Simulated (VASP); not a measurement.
# Te (P3_121) in VASP: further runs, part 4 of 4

VASP 6.6.1.

## 6. Electric field gradients, LDA (34.33 Å³/atom)

This run uses another cell than the first one, of 34.33 Å³/atom.

File INCAR:

```
PREC = Accurate
ENCUT = 520
EDIFF = 1E-8
ISMEAR = -1
SIGMA = 0.08
LREAL = False
LASPH = True
NELM = 100
ALGO = Normal
ISIF = 2
LWAVE = False
LCHARG = False
GGA = CA
LEFG = True
NBANDS = 16
```

File KPOINTS:

```
regular mesh
0
Gamma
  9 9 6
```

File POSCAR:

```
Te
1.0
    4.4728101969      0.0000000000      0.0000000000
   -2.2364050985      3.8735672569      0.0000000000
    0.0000000000      0.0000000000      5.9446845300
Te
3
Direct
    0.7450000000      0.0000000000      0.3333333333
    0.0000000000      0.7450000000      0.6666666667
    0.2550000000      0.2550000000      0.0000000000
```

Potentials or basis: VASP PAW LDA potentials, release 64 (Te).

Started as:

```sh
> cat potpaw_LDA.64/Te/POTCAR > POTCAR
> mpirun -np 1 vasp_std > vasp.out
```

OUTCAR:

```text
PREC = Accurate
   ENCUT = 520
   EDIFF = 1E-8
   ISMEAR = -1
   LREAL = False
   LASPH = True
   NELM = 100
   ISIF = 2
   GGA = CA

 ion  position               nearest neighbor table
   1  0.745  0.000  0.333-   3 2.80   2 2.80   3 3.54   3 3.54   2 3.54   2 3.54
   2  0.000  0.745  0.667-   3 2.80   1 2.80   3 3.54   3 3.54   1 3.54   1 3.54
   3  0.255  0.255  0.000-   1 2.80   2 2.80   2 3.54   1 3.54   2 3.54   1 3.54

  LATTYP: Found a hexagonal cell.
 ALAT       =     4.4728101969
 C/A-ratio  =     1.3290714938

  Lattice vectors:

 A1 = (   4.4728101969,   0.0000000000,   0.0000000000)
 A2 = (  -2.2364050985,   3.8735672569,   0.0000000000)
 A3 = (   0.0000000000,   0.0000000000,   5.9446845300)

Analysis of symmetry for initial positions (statically):
=====================================================================
 Subroutine PRICEL returns:
 Original cell was already a primitive cell.

 Routine SETGRP: Setting up the symmetry group for a
 hexagonal supercell.

 Subroutine GETGRP returns: Found  6 space group operations
 (whereof  2 operations were pure point group operations)
 out of a pool of 24 trial point group operations.

The static configuration has the point symmetry C_2 .
 The point group associated with its full space group is D_3 .

Analysis of symmetry for dynamics (positions and initial velocities):
=====================================================================
 Subroutine PRICEL returns:
 Original cell was already a primitive cell.
[... 173 lines left out ...]
      6       2.7667      2.00000
[... 433 lines left out ...]
      3      -4.1628      2.00000
      4       1.0741      2.00000
      5       1.5015      2.00000
      6       2.5634      2.00000
[... 8 lines left out ...]
     15      12.1261      0.00000
     16      12.5008      0.00000

 [... further k-points ...]

------------------------ aborting loop because EDIFF is reached ----------------------------------------

  FORCE on cell =-STRESS in cart. coord.  units (eV):
  Direction    XX          YY          ZZ          XY          YZ          ZX
  --------------------------------------------------------------------------------------
  -------------------------------------------------------------------------------------
  Total       -0.5185200     -0.5185200     -0.2377713      0.0000000      0.0000000      0.0000000
  in kB       -8.0659528     -8.0659528     -3.6987039      0.0000000      0.0000000      0.0000000
  external PRESSURE =      -6.6102032 kB  Pullay stress =       0.0000000 kB

 VOLUME and BASIS-vectors are now :
 -----------------------------------------------------------------------------
  energy-cutoff  :      520.00
  volume of cell :      103.00
      direct lattice vectors                 reciprocal lattice vectors
     4.472810197  0.000000000  0.000000000     0.223573091  0.129079984  0.000000000
    -2.236405099  3.873567257  0.000000000     0.000000000  0.258159968  0.000000000
     0.000000000  0.000000000  5.944684530     0.000000000  0.000000000  0.168217505

 POSITION                                       TOTAL-FORCE (eV/Angst)
 -----------------------------------------------------------------------------------
      3.33224      0.00000      1.98156        -0.451714      0.000000      0.000000
     -1.66612      2.88581      3.96312         0.225857     -0.391196     -0.000000
      0.57028      0.98776      0.00000         0.225857      0.391196     -0.000000
 -----------------------------------------------------------------------------------
    total drift:                                0.000000      0.000000     -0.000000

  FREE ENERGIE OF THE ION-ELECTRON SYSTEM (eV)
  ---------------------------------------------------
  free  energy   TOTEN  =       -11.2914882523 eV

  energy  without entropy=      -11.2891148283  energy(sigma->0) =      -11.29030154

 Electric field gradients (V/A^2)
---------------------------------------------------------------------
 ion       V_xx      V_yy      V_zz      V_xy      V_xz      V_yz
---------------------------------------------------------------------
   1     179.319  -407.885   228.566     0.000    -0.000  -345.761
   2    -261.084    32.518   228.566  -254.267   299.438   172.880
   3    -261.084    32.518   228.565   254.267  -299.438   172.880
---------------------------------------------------------------------

 Electric field gradients after diagonalization (V/A^2)
 (convention: |V_zz| > |V_xx| > |V_yy|)
----------------------------------------------------------------------
 ion       V_xx      V_yy      V_zz     asymmetry (V_yy - V_xx)/ V_zz
----------------------------------------------------------------------
   1     380.253   179.319  -559.572       0.359
   2     380.253   179.319  -559.572       0.359
   3     380.253   179.320  -559.572       0.359
----------------------------------------------------------------------

           NMR quadrupolar parameters

 Cq : quadrupolar parameter    Cq=e*Q*V_zz/h
 eta: asymmetry parameters     (V_yy - V_xx)/ V_zz
 Q  : nuclear electric quadrupole moment in mb (millibarn)
----------------------------------------------------------------------
 ion       Cq(MHz)       eta       Q (mb)
----------------------------------------------------------------------
   1      -1.353       0.359       1.000
   2      -1.353       0.359       1.000
   3      -1.353       0.359       1.000
----------------------------------------------------------------------
```

OSZICAR:

```text
N       E                     dE             d eps       ncg     rms          rms(c)
DAV:   1     0.734609307447E+02    0.73461E+02   -0.64056E+03  1984   0.896E+02
DAV:   2    -0.635614502453E+01   -0.79817E+02   -0.75791E+02  2648   0.134E+02
DAV:   3    -0.112606232412E+02   -0.49045E+01   -0.48835E+01  2448   0.381E+01
DAV:   4    -0.113521445367E+02   -0.91521E-01   -0.91512E-01  3008   0.600E+00
DAV:   5    -0.113532873911E+02   -0.11429E-02   -0.11429E-02  2616   0.579E-01    0.123E+01
DAV:   6    -0.113085793302E+02    0.44708E-01   -0.23363E-02  2536   0.847E-01    0.786E+00
DAV:   7    -0.112927282430E+02    0.15851E-01   -0.51469E-02  2272   0.120E+00    0.371E-01
DAV:   8    -0.112914668453E+02    0.12614E-02   -0.94419E-03  2200   0.540E-01    0.162E-01
DAV:   9    -0.112914895262E+02   -0.22681E-04   -0.29251E-04  2880   0.108E-01    0.114E-01
DAV:  10    -0.112914935568E+02   -0.40307E-05   -0.30500E-05  2560   0.336E-02    0.221E-02
DAV:  11    -0.112914884456E+02    0.51112E-05   -0.12060E-05  2416   0.210E-02    0.457E-03
DAV:  12    -0.112914882657E+02    0.17991E-06   -0.16769E-06  2792   0.730E-03    0.288E-03
DAV:  13    -0.112914882786E+02   -0.12877E-07   -0.15336E-07  2512   0.205E-03    0.154E-03
DAV:  14    -0.112914882511E+02    0.27479E-07   -0.77636E-08  2520   0.158E-03    0.550E-04
DAV:  15    -0.112914882523E+02   -0.11592E-08   -0.10049E-08  1424   0.554E-04
   1 F= -.11291488E+02 E0= -.11290302E+02  d E =-.237342E-02
```

stdout:

```text
POSCAR found type information on POSCAR Te
 POSCAR found :  1 types and       3 ions
 scaLAPACK will be used
 LDA part: xc-table for (Slater(with rela. corr.)+CA(PZ))
 , standard interpolation
 POSCAR, INCAR and KPOINTS ok, starting setup
 FFT: planning ... GRIDC
 FFT: planning ... GRID_SOFT
 FFT: planning ... GRID
 WAVECAR not read
 entering main loop
ion   1

ion   2
     0.0000585     1.1010246    -0.6478142    -0.6917610    -1.1220471     0.6356768
     0.0000806     1.1010246    -0.6478142    -0.6917610    -1.1220471     0.6356768
     0.0001110     1.1010246    -0.6478142    -0.6917610    -1.1220471     0.6356768
     0.0001528     1.1010246    -0.6478142    -0.6917610    -1.1220471     0.6356768

     0.0000585   232.6567028  -158.1059409  -181.0213808  -273.8475226   134.3244100
     0.0000806   232.6290076  -158.0870774  -180.9997261  -273.8148501   134.3084201
     0.0001110   232.5851180  -158.0571849  -180.9654072  -273.7630747   134.2830804
     0.0001528   232.5158607  -158.0100167  -180.9112498  -273.6813770   134.2430947

ion   3
     0.0000585    -1.1010246    -0.6478142    -0.6917610     1.1220471     0.6356768
     0.0000806    -1.1010246    -0.6478142    -0.6917610     1.1220471     0.6356768
     0.0001110    -1.1010246    -0.6478142    -0.6917610     1.1220471     0.6356768
     0.0001528    -1.1010246    -0.6478142    -0.6917610     1.1220471     0.6356768

     0.0000585  -232.6567029  -158.1059409  -181.0213808   273.8475226   134.3244100
     0.0000806  -232.6290077  -158.0870774  -180.9997261   273.8148501   134.3084201
     0.0001110  -232.5851180  -158.0571849  -180.9654072   273.7630747   134.2830804
     0.0001528  -232.5158607  -158.0100167  -180.9112498   273.6813770   134.2430947
```

Wall time 1.9 min (1 thread of AMD EPYC 9R14 (Zen 4), shared host); peak memory 0.21 GiB.

Results:

```
Free energy                             : -11.2915 eV
Pressure                                : -0.7 GPa
Largest force                           : 0.452 eV/Å
Largest electric field gradient by atom : Te -559.6 V/Å²
```

Forces on the atoms (eV/Å):
```
Te  -0.452  0.000  0.000
Te   0.226 -0.391  0.000
Te   0.226  0.391  0.000
```

Electric field gradients, principal values (V/Å²):
| atom | least | middle | greatest (by size) |
| --- | --- | --- | --- |
| 1 Te | 179.319 | 380.253 | -559.572 |
| 2 Te | 179.319 | 380.253 | -559.572 |
| 3 Te | 179.320 | 380.253 | -559.572 |

Caveat: without QUAD_EFG the Cq values of the log hold for a quadrupole moment of 1 mb, not for the nuclei.

## 7. Summary

| cell | pressure (GPa) | largest force (eV/Å) |
| --- | --- | --- |
| a = 4.367, b = 4.367, c = 5.804 Å, angles 90.0, 90.0, 120.0°, 3 atoms | 3.5 | 0.99 |
| a = 4.428, b = 4.428, c = 5.885 Å, angles 90.0, 90.0, 120.0°, 3 atoms | 0.9 | 0.67 |
| a = 4.473, b = 4.473, c = 5.945 Å, angles 90.0, 90.0, 120.0°, 3 atoms | -0.7 | 0.45 |

Alike in all rows: task electric field gradients; level LDA; potentials or basis VASP PAW LDA potentials, release 64 (Te); no spin polarisation; k mesh 9 × 9 × 6; cutoff (eV) 520; smearing fermi-dirac 0.08 eV.

Caveats: the cell stands under pressure (at least some runs).

Total energies depend on the potentials used, so only differences within one code and one set of settings carry meaning.
